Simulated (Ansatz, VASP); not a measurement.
## ZnO in VASP and in Ansatz

```
Zn O
1.0
     3.23535    0.00000    0.00000
    -1.61768    2.80190    0.00000
     0.00000    0.00000    5.21091
Zn O
2 2
Direct
  0.33333 0.66667 0.49966
  0.66667 0.33333 0.99966
  0.66667 0.33333 0.37935
  0.33333 0.66667 0.87935
```

Alike in both runs: task single point; functional r2SCAN; k mesh 6 × 6 × 4; no spin polarisation.

|  | VASP | Ansatz |
| --- | --- | --- |
| version | VASP 6.6.1 | Ansatz 0.2.0 |
| potentials or method | VASP PAW PBE potentials, release 64 (Zn, O) | plane waves |
| plane-wave cutoff (eV) | 520 | 500 |
| occupations | gaussian, width 0.01 eV | fixed |
| valence electrons in the cell | 36 | 36 |

```tsv
	VASP	Ansatz	Ansatz less VASP
gap on the k mesh at the Fermi level (eV)	1.23	1.24	+0.003
pressure (GPa)	1.0	0.0	-1.02
traceless stress, the component that is largest in VASP (GPa)	0.07	-0.01	-0.078
rms of the force components (eV/Å)	0.005	0.001	-0.0040
```

VASP's potentials were made for PBE, not for r2SCAN. Atom by atom the forces differ by 0.006 eV/Å (rms over components).
